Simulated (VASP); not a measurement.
## Hf: single point with r2SCAN

Crystal: Hf.

```xyz
2
Lattice="3.1987 0.0000 0.0000 -1.5994 2.7702 0.0000 0.0000 0.0000 5.0505" Properties=species:S:1:pos:R:3 pbc="T T T"
Hf    0.0000    1.8468    1.2626
Hf    1.5994    0.9234    3.7879
```

```json
{
 "Program": "VASP 6.6.1",
 "Task": "single point",
 "Functional": "r2SCAN",
 "Potentials or basis": "VASP PAW PBE potentials, release 64 (Hf_pv)",
 "Cutoff": "520 eV",
 "k mesh": "11 × 11 × 6",
 "Occupations": "methfessel-paxton, width 0.03 eV",
 "Spin": "no spin polarisation"
}
```

- Pressure: -0.6 GPa
- Band gap on the k mesh: zero (bands 10 and 11 overlap by 1.70 eV)

Stress tensor (GPa, compression positive):
```
-0.56  0.00  0.00
 0.00 -0.56  0.00
 0.00  0.00 -0.66
```

Levels at points of the mesh, in eV from the Fermi level:
```tsv
k point	band 7	band 8	band 9	band 10	band 11	band 12	band 13	band 14
(0.00, 0.00, 0.00)	-7.76	-3.85	0.41	1.32	1.32	1.64	2.20	2.20
(0.00, 0.00, 0.50)	-5.69	-5.69	0.15	0.15	1.22	1.22	1.22	1.22
```

It took 2.4 min on 1 thread of AMD EPYC 9R45 96-Core Processor (Zen 5), on a shared host, peak memory 0.16 GiB.

Caveat: the PAW data sets were made with another functional, which shifts forces and pressure a little; spin-orbit coupling is left out, which moves the levels of the heavy elements.
